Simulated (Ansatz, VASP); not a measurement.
# Ag in VASP and in Ansatz

```
CELL_PARAMETERS angstrom
0.00000 2.05207 2.05207
2.05207 0.00000 2.05207
2.05207 2.05207 0.00000
ATOMIC_POSITIONS crystal
Ag 0.00000 0.00000 0.00000
```

Alike in both runs: functional r2SCAN; k mesh 18 × 18 × 18; occupations gaussian, width 0.1 eV; no spin polarisation.

Ansatz relaxed the structure, and its values are those at the end. VASP's run is a single point on that final structure, the one shown.

|  | VASP | Ansatz |
| --- | --- | --- |
| version | VASP 6.6.1 | Ansatz 0.2.0 |
| potentials or method | VASP PAW PBE potentials, release 64 (Ag), cutoff 550 eV | scalar-relativistic, plane waves, PAW |
| valence electrons in the cell | 11 | 19 |

|  | VASP | Ansatz | Ansatz less VASP |
| --- | --- | --- | --- |
| gap on the k mesh at the Fermi level (eV) | none | none | - |
| pressure (GPa) | 0.1 | 0.0 | -0.08 |

VASP's potentials were made for PBE, not for r2SCAN. A gap of «none» marks a metal or a gap that the smearing closes. VASP's potentials hold 11 valence electrons a cell and Ansatz's 19, so a difference there can come from the potentials and not from the codes.
